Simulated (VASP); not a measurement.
# Al2C (I4/mmm) in VASP: notebook

The runs below take Al2C through single point, relaxation of cell and atoms, with PBE.

Everything below comes from runs of VASP 6.6.1. Logs are shortened: lines on timing, memory, paths and dates and some standing lists are left out, and cuts for length are marked.

## (1) The cell of the first run

Symmetry: I4/mmm, No. 139, tetragonal system. The conventional cell has a = 2.707 Å, b = 2.707 Å, c = 9.639 Å, α = 90.00°, β = 90.00°, γ = 90.00°. Al (site symmetry 4mm) has 4 C at 2.33 Å and 9 Al at 2.65 to 2.90 Å within 3.1 Å. Within 3.1 Å of C (site symmetry 4/mmm) lie 8 Al at 2.33 Å and 4 C at 2.71 Å.

## (2) Single point, PBE

Input file INCAR:

```
SYSTEM = Al2C
ALGO = Normal ; EDIFF = 1E-6
ENCUT = 520 ; GGA = PE
ISIF = 2 ; ISMEAR = 0
LASPH = .True. ; LCHARG = .True.
LELF = .True. ; LREAL = .False.
LVHAR = .True. ; LWAVE = .False.
NBANDS = 12 ; NELM = 60
PREC = Accurate ; SIGMA = 0.1
```

Input file KPOINTS:

```
k-points
0
Gamma
  8 8 8
  0 0 0
```

Input file POSCAR:

```
Al2C
1.0
   -1.3537096889      1.3537096889      4.8194529902
    1.3537096889     -1.3537096889      4.8194529902
    1.3537096889      1.3537096889     -4.8194529902
Al C
2 1
Direct
    0.6373342311      0.6373342311      0.0000000000
    0.3626657689      0.3626657689      0.0000000000
    0.0000000000      0.0000000000      0.0000000000
```

Potentials or basis: VASP PAW PBE potentials, release 64 (Al, C).

Started as:

```
> cat potpaw_PBE.64/Al/POTCAR potpaw_PBE.64/C/POTCAR > POTCAR
> mpirun -np 1 vasp_std > vasp.out
```

OUTCAR:

```text
SYSTEM = Al2C
   EDIFF = 1E-6
   ENCUT = 520
   GGA = PE
   ISIF = 2
   ISMEAR = 0
   LASPH = .True.
   LREAL = .False.
   NELM = 60
   PREC = Accurate

 ion  position               nearest neighbor table
   1  0.637  0.637  0.000-   3 2.33   3 2.33   3 2.33   3 2.33   2 2.65   2 2.90   2 2.90   2 2.90
                             2 2.90
   2  0.363  0.363  0.000-   3 2.33   3 2.33   3 2.33   3 2.33   1 2.65   1 2.90   1 2.90   1 2.90
                             1 2.90
   3  0.000  0.000  0.000-   1 2.33   1 2.33   1 2.33   2 2.33   1 2.33   2 2.33   2 2.33   2 2.33

  LATTYP: Found a body centered tetragonal cell.
 ALAT       =     2.7074193778
 C/A-ratio  =     3.5601820905

  Lattice vectors:

 A1 = (  -1.3537096889,   1.3537096889,   4.8194529902)
 A2 = (   1.3537096889,  -1.3537096889,   4.8194529902)
 A3 = (   1.3537096889,   1.3537096889,  -4.8194529902)

Analysis of symmetry for initial positions (statically):
=====================================================================
 Subroutine PRICEL returns:
 Original cell was already a primitive cell.

 Routine SETGRP: Setting up the symmetry group for a
 body centered tetragonal supercell.

 Subroutine GETGRP returns: Found 16 space group operations
 (whereof 16 operations were pure point group operations)
 out of a pool of 16 trial point group operations.

The static configuration has the point symmetry D_4h.

Analysis of symmetry for dynamics (positions and initial velocities):
=====================================================================
 Subroutine PRICEL returns:
 Original cell was already a primitive cell.

 Routine SETGRP: Setting up the symmetry group for a
 body centered tetragonal supercell.

 Subroutine GETGRP returns: Found 16 space group operations
 (whereof 16 operations were pure point group operations)
 out of a pool of 16 trial point group operations.

The dynamic configuration has the point symmetry D_4h.

 Subroutine INISYM returns: Found 16 space group operations
 (whereof 16 operations are pure point group operations),
 and found     1 'primitive' translations

----------------------------------------------------------------------------------------

                                     Primitive cell

  volume of cell :      35.3272

  direct lattice vectors                    reciprocal lattice vectors
    -1.353709689  1.353709689  4.819452990     0.000000000  0.369355412  0.103746214
     1.353709689 -1.353709689  4.819452990     0.369355412  0.000000000  0.103746214
     1.353709689  1.353709689 -4.819452990     0.369355412  0.369355412  0.000000000

  length of vectors
     5.185767732  5.185767732  5.185767732     0.383649185  0.383649185  0.522347433

  position of ions in fractional coordinates (direct lattice)
     0.637334231  0.637334231  0.000000000
     0.362665769  0.362665769  0.000000000
     0.000000000  0.000000000  0.000000000

  ion indices of the primitive-cell ions
   primitive index   ion index
                 1           1
                 2           2
                 3           3

----------------------------------------------------------------------------------------

 KPOINTS: k-points

Automatic generation of k-mesh.
 Grid dimensions read from file:
 generate k-points for:    8    8    8

 Generating k-lattice:

  Cartesian coordinates                     Fractional coordinates (reciprocal lattice)
     0.000000000  0.046169427  0.012968277     0.125000000  0.000000000  0.000000000
     0.046169427  0.000000000  0.012968277     0.000000000  0.125000000  0.000000000
     0.046169427  0.046169427  0.000000000     0.000000000  0.000000000  0.125000000

  Length of vectors
     0.047956148  0.047956148  0.065293429

  Shift w.r.t. Gamma in fractional coordinates (k-lattice)
     0.000000000  0.000000000  0.000000000

 Subroutine IBZKPT returns following result:
 ===========================================

 Found     59 irreducible k-points:

 Following reciprocal coordinates:
            Coordinates               Weight
  0.000000  0.000000  0.000000      1.000000
  0.125000 -0.000000  0.000000      8.000000
  0.250000 -0.000000  0.000000      8.000000
  0.375000 -0.000000  0.000000      8.000000
  0.500000 -0.000000  0.000000      4.000000
  0.125000  0.125000  0.000000      8.000000
[... 16 lines left out ...]
  0.250000  0.125000  0.125000     16.000000
  0.375000  0.125000  0.125000      8.000000
 [... further k-points ...]
   k-points           NKPTS =     59   k-points in BZ     NKDIM =     59   number of bands    NBANDS=     12
   number of dos      NEDOS =    301   number of ions     NIONS =      3
   total plane-waves  NPLWV =  64000
   dimension x,y,z NGX =    40 NGY =   40 NGZ =   40
   dimension x,y,z NGXF=    80 NGYF=   80 NGZF=   80
   ions per type =               2   1
   NGX,Y,Z   is equivalent  to a cutoff of  12.82, 12.82, 12.82 a.u.
   NGXF,Y,Z  is equivalent  to a cutoff of  25.65, 25.65, 25.65 a.u.
 SYSTEM =  Al2C
   PREC   = accura    normal or accurate (medium, high low for compatibility)
   ISTART =      0    job   : 0-new  1-cont  2-samecut
   ICHARG =      2    charge: 1-file 2-atom 10-const
   ISPIN  =      1    spin polarized calculation?
   LNONCOLLINEAR =      F non collinear calculations
   LSORBIT =      F    spin-orbit coupling
   LASPH  =      T    aspherical Exc in radial PAW
   ENCUT  =  520.0 eV  38.22 Ry    6.18 a.u.   9.64  9.64  9.64*2*pi/ulx,y,z
   NELM   =     60;   NELMIN=  2; NELMDL= -5     # of ELM steps
   EDIFF  = 0.1E-05   stopping-criterion for ELM
   LREAL  =      F    real-space projection
   EDIFFG = 0.1E-04   stopping-criterion for IOM
   NSW    =      0    number of steps for IOM
   IBRION =     -1    ionic relax: 0-MD 1-quasi-New 2-CG
   NFREE  =      0    steps in history (QN), initial steepest desc. (CG)
   ISIF   =      2    stress and relaxation
   ISYM   =      2    0-nonsym 1-usesym 2-fastsym
   POTIM  = 0.5000    time-step for ionic-motion
   TEBEG  =    0.0;   TEEND  =   0.0 temperature during run
   PSTRESS=    0.0 pullay stress
   NELECT =      10.0000    total number of electrons
   NUPDOWN=      -1.0000    fix difference up-down
   EMIN   =  10.00;   EMAX   =-10.00  energy-range for DOS
   EFERMI =   0.00;   METHOD = LEGACY
   ISMEAR =     0;   SIGMA  =   0.10  broadening in eV -4-tet -1-fermi 0-gaus
   EFERMI_NEDOS =   21; number of points for ismear=-14 and -15
   IALGO  =     38    algorithm
   IMIX   =      4    mixing-type and parameters
     AMIX     =   0.40;   BMIX     =  1.00
     AMIX_MAG =   1.60;   BMIX_MAG =  1.00
  volume/ion in A,a.u.               =      11.78        79.47
  Fermi-wavevector in a.u.,A,eV,Ry     =   1.074909  2.031284 15.720585  1.155430
  Thomas-Fermi vector in A             =   2.210751
   LORBIT       =      0    0 simple, 1 ext, 2 COOP (PROOUT), +10 PAW based schemes
   GGA     = PE    functional components
   LHFCALC =     F    Hartree Fock is set to
   AEXX    =    0.0000 exact exchange contribution
   IVDW    =     0    specifies the selected vdW correction
   LEPSILON=     F    determine dielectric tensor
   LRPA    =     F    only Hartree local field effects (RPA)
 non-spin polarized calculation
 Gauss-broadening in eV      SIGMA  =   0.10
  energy-cutoff  :      520.00
  volume of cell :       35.33
 maximum number of plane-waves:       964
 NGX is ok and might be reduce to    40
   NGX = 19   NGY = 19   NGZ = 19

 number of electron      10.0000000 magnetization

 Free energy of the ion-electron system (eV)
  ---------------------------------------------------
  ext. energy  EPLUGINS =         0.00000000
  ---------------------------------------------------
  free energy    TOTEN  =       -14.34654399 eV

  energy without entropy =      -14.34064882  energy(sigma->0) =      -14.34359641

 E-fermi :   9.0472     XC(G=0): -11.1141

 val. band max:        9.0263846288   @ k =  -0.2500   0.5000   0.1250
 cond. band min:       9.1244450793   @ k =   0.3750   0.1250   0.0000
 fundamental gap:      0.0980604505
 Fermi energy:         9.0471901250

 k-point     1 :       0.0000    0.0000    0.0000
  band No.  band energies     occupation
      1      -5.5737      2.00000
      2       1.7267      2.00000
      3       1.8200      2.00000
      4       9.4181      0.00000
      5       9.4181      0.00000
      6      14.3876      0.00000
      7      15.1889      0.00000
      8      16.6165      0.00000
      9      16.7744      0.00000
     10      17.6940      0.00000
     11      17.6940      0.00000
     12      20.0131      0.00000

 k-point     2 :       0.1250   -0.0000    0.0000
  band No.  band energies     occupation
      1      -5.2884      2.00000
      2       1.4196      2.00000
      3       2.7311      2.00000
      4       7.7060      2.00000
      5       9.5770      0.00000
      6      13.3994      0.00000
      7      15.0149      0.00000
      8      15.4185      0.00000
      9      17.4986      0.00000
     10      17.9868      0.00000
     11      19.2016      0.00000
     12      20.3550      0.00000

 k-point     3 :       0.2500   -0.0000    0.0000
  band No.  band energies     occupation
      1      -4.4529      2.00000
      2       1.6831      2.00000
      3       4.1306      2.00000
      4       4.9368      2.00000
      5       9.9993      0.00000
      6      10.0725      0.00000
      7      14.5686      0.00000
      8      16.1534      0.00000
      9      17.6009      0.00000
     10      18.8544      0.00000
     11      19.7389      0.00000
     12      19.9454      0.00000

 k-point     4 :       0.3750   -0.0000    0.0000
  band No.  band energies     occupation
      1      -3.1709      2.00000
      2       1.9151      2.00000
      3       2.7850      2.00000
      4       5.7395      2.00000
      5       7.8072      2.00000
      6      10.4947      0.00000
      7      12.7160      0.00000
      8      16.4476      0.00000
      9      17.2174      0.00000
     10      19.0201      0.00000
     11      20.1267      0.00000
     12      20.9528      0.00000

 k-point     5 :       0.5000   -0.0000    0.0000
  band No.  band energies     occupation
      1      -2.1705      2.00000
      2       0.5794      2.00000
      3       3.6100      2.00000
      4       5.0468      2.00000
      5       8.5220      2.00000
      6      10.7300      0.00000
      7      10.8648      0.00000
      8      16.2644      0.00000
      9      18.0244      0.00000
     10      18.4317      0.00000
     11      20.3070      0.00000
     12      21.6618      0.00000
[... 228 lines left out ...]
      1       0.6082      2.00000
      2       3.4513      2.00000
      3       3.7232      2.00000
      4       6.8674      2.00000
      5       8.0018      2.00000
      6       8.0698      2.00000
      7      10.3205      0.00000
      8      11.8325      0.00000
      9      11.8984      0.00000
     10      12.1124      0.00000
     11      17.0186      0.00000
     12      18.8860      0.00000

 k-point    22 :       0.1250    0.1250    0.1250
  band No.  band energies     occupation
      1      -3.4044      2.00000
      2       2.7912      2.00000
      3       5.0452      2.00000
      4       5.7129      2.00000
      5       5.9745      2.00000
      6      10.5380      0.00000
      7      11.9607      0.00000
      8      15.0080      0.00000
      9      15.5189      0.00000
     10      17.4535      0.00000
     11      19.4740      0.00000
     12      21.6759      0.00000

 k-point    23 :       0.2500    0.1250    0.1250
  band No.  band energies     occupation
      1      -2.1663      2.00000
      2       2.9412      2.00000
      3       3.8509      2.00000
      4       6.3683      2.00000
      5       7.0233      2.00000
      6       8.7955      1.99963
      7      12.7083      0.00000
      8      13.1275      0.00000
      9      14.0357      0.00000
     10      16.4252      0.00000
     11      18.1200      0.00000
     12      20.3913      0.00000

 k-point    24 :       0.3750    0.1250    0.1250
  band No.  band energies     occupation
      1      -1.2259      2.00000
      2       1.6517      2.00000
      3       4.6675      2.00000
      4       6.1118      2.00000
      5       7.2160      2.00000
      6       9.3496      0.00002
      7      11.9225      0.00000
      8      12.1022      0.00000
      9      14.5601      0.00000
     10      15.9383      0.00000
     11      16.8719      0.00000
     12      19.9993      0.00000

 [... further k-points ...]
[... 5 lines left out ...]
  --------------------------------------------------------------------------------------
  -------------------------------------------------------------------------------------
  Total        0.0022181      0.0022181      0.0058840      0.0000000      0.0000000      0.0000000
  in kB        0.1005984      0.1005984      0.2668535      0.0000000      0.0000000      0.0000000
  external PRESSURE =       0.1560168 kB  Pullay stress =       0.0000000 kB

 VOLUME and BASIS-vectors are now :
 -----------------------------------------------------------------------------
  energy-cutoff  :      520.00
  volume of cell :       35.33
      direct lattice vectors                 reciprocal lattice vectors
    -1.353709689  1.353709689  4.819452990     0.000000000  0.369355412  0.103746214
     1.353709689 -1.353709689  4.819452990     0.369355412  0.000000000  0.103746214
     1.353709689  1.353709689 -4.819452990     0.369355412  0.369355412  0.000000000

 POSITION                                       TOTAL-FORCE (eV/Angst)
 -----------------------------------------------------------------------------------
      0.00000      0.00000      6.14320         0.000000      0.000000     -0.000214
      0.00000      0.00000      3.49570        -0.000000     -0.000000      0.000214
      0.00000      0.00000      0.00000         0.000000      0.000000      0.000000
 -----------------------------------------------------------------------------------
    total drift:                                0.000000      0.000000     -0.000000

  FREE ENERGIE OF THE ION-ELECTRON SYSTEM (eV)
  ---------------------------------------------------
  free  energy   TOTEN  =       -14.3465439938 eV

  energy  without entropy=      -14.3406488176  energy(sigma->0) =      -14.34359641
```

Wall time 83 s (1 thread of Intel Xeon 8259CL, shared host); peak memory 0.23 GiB.

What came out:

* Free energy: -14.3465 eV
* Pressure: 0.0 GPa
* Band gap on the k mesh: zero (band 5 reaches 10.00 eV, above the bottom of band 6 at 7.77 eV)

Levels at points of the mesh, in eV from the Fermi level:
| k point | band 1 | band 2 | band 3 | band 4 | band 5 | band 6 | band 7 | band 8 | band 9 | band 10 |
| --- | --- | --- | --- | --- | --- | --- | --- | --- | --- | --- |
| (0.00, 0.00, 0.00) | -14.62 | -7.32 | -7.23 | 0.37 | 0.37 | 5.34 | 6.14 | 7.57 | 7.73 | 8.65 |
| (0.50, 0.00, 0.00) | -11.22 | -8.47 | -5.44 | -4.00 | -0.53 | 1.68 | 1.82 | 7.22 | 8.98 | 9.38 |
| (0.50, 0.50, 0.00) | -8.44 | -5.60 | -5.32 | -2.18 | -1.05 | -0.98 | 1.27 | 2.79 | 2.85 | 3.07 |
| (0.50, 0.50, 0.50) | -14.25 | -10.36 | -1.74 | 0.32 | 0.32 | 0.95 | 5.34 | 6.13 | 9.87 | 9.87 |

Caveat: the k points lie up to 0.41 Å⁻¹ apart.

[end of part 1 of 2]
